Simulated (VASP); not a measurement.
Set up this calculation in VASP 6.6.1, as the native input.

```yaml
Task: relaxation of cell and atoms
Functional: PBE
Potentials_or_basis: VASP PAW PBE potentials, release 64 (Nb_sv, Si, O)
Cutoff: 600 eV
k_mesh: 4 × 4 × 4
Occupations: gaussian, width 0.1 eV
Spin: no spin polarisation
Dipole_correction: no
Further_INCAR_settings: ALGO = Normal; EDIFF = 1e-06; IBRION = 2; EDIFFG = -0.04; NSW = 90; ISIF = 3
```

The structure of Nb2Si2O lies in POSCAR:

```
Nb2Si2O
1.0
    3.0102314000     -3.0853509500      0.0000000000
    3.0102314000      3.0853509500      0.0000000000
    0.0000000000      0.0000000000      3.8446376200
Nb Si O
2 2 1
Direct
    0.0000000000      0.5000000000      0.0000000000
    0.5000000000      0.0000000000      0.0000000000
    0.0000000000      0.0000000000      0.5000000000
    0.5000000000      0.5000000000      0.5000000000
    0.5000000000      0.5000000000      0.0000000000
```

The cell was built from a structure type or drawn by symmetry, and may not be a known phase.

The input as run:

INCAR

```
PREC     = Accurate       # precision mode
ENCUT    = 600            # plane-wave cutoff, eV
EDIFF    = 1E-6           # SCF threshold, eV
ISMEAR   = 0              # smearing method
SIGMA    = 0.1            # smearing width, eV
LREAL    = F              # projectors in reciprocal space
LASPH    = T              # aspherical terms in the spheres
NELM     = 80             # most SCF steps
ALGO     = Normal         # electronic algorithm
ISIF     = 3              # what is computed and relaxed
LWAVE    = F              # write WAVECAR
LCHARG   = F              # write CHGCAR
GGA      = PE             # functional
IBRION   = 2              # ionic algorithm
NSW      = 90             # ionic steps
EDIFFG   = -0.04          # ionic threshold
```

KPOINTS

```
Automatic mesh
0
Gamma
  4 4 4
```

Potentials or basis: VASP PAW PBE potentials, release 64 (Nb_sv, Si, O).

Run with:

```bash
$ cat potpaw_PBE.64/Nb_sv/POTCAR potpaw_PBE.64/Si/POTCAR potpaw_PBE.64/O/POTCAR > POTCAR
$ mpirun -np 1 vasp_std > vasp.out
```

It gave:

- Relaxed volume: 14.08 Å³/atom
- Relaxed cell: a = 4.405 Å, b = 4.405 Å, c = 3.655 Å, α = 90.00°, β = 90.00°, γ = 96.76°
- Space group after relaxing (to 0.1 Å): Cmmm (No. 65)
- Energy gained by relaxing: 30.3 meV/atom
- Ionic steps: 12
- Pressure after relaxing: -0.2 GPa
- Band gap on the k mesh: zero (bands 20 and 21 overlap by 0.90 eV)

Caveat: the k points lie up to 0.43 Å⁻¹ apart in the final cell, too coarse for converged energies and pressures of a metal.

Run time: 4 min on 1 thread of AMD EPYC 9R45 96-Core Processor (Zen 5) (shared host), peak memory 0.2 GiB.
